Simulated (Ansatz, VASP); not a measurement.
## Mo2Cl: VASP beside Ansatz

```xyz
6
Lattice="3.1376 0.0000 0.0000 0.0000 3.1376 0.0000 0.0000 0.0000 11.5637" Properties=species:S:1:pos:R:3 pbc="T T T"
Mo    1.5688    0.0000    9.2696
Mo    0.0000    1.5688   10.7763
Mo    0.0000    1.5688    2.2942
Mo    1.5688    0.0000    0.7875
Cl    0.0000    1.5688    7.5629
Cl    1.5688    0.0000    4.0008
```

Alike in both runs: functional PBE; k mesh 5 × 5 × 2; occupations gaussian, width 0.2 eV; collinear spin.

Ansatz relaxed the structure, and its values are those at the end. VASP's run is a single point on that final structure, the one shown.

|  | VASP | Ansatz |
| --- | --- | --- |
| version | VASP 6.6.1 | Ansatz 0.2.0 |
| potentials or method | VASP PAW PBE potentials, release 64 (Mo_sv, Cl), cutoff 520 eV | scalar-relativistic, plane waves, PAW |
| valence electrons in the cell | 70 | 70 |

```csv
,VASP,Ansatz,Ansatz less VASP
gap on the k mesh at the Fermi level (eV),none,none,-
pressure (GPa),0.0,-0.2,-0.20
rms of the force components (eV/Å),0.004,0.007,+0.0036
net moment per atom (μB),0.00,0.00,0.000
```

A gap of «none» marks a metal or a gap that the smearing closes. Ansatz's warnings: seeded moment not kept.

The k mesh is coarse, so the values compare programs but aren't converged.
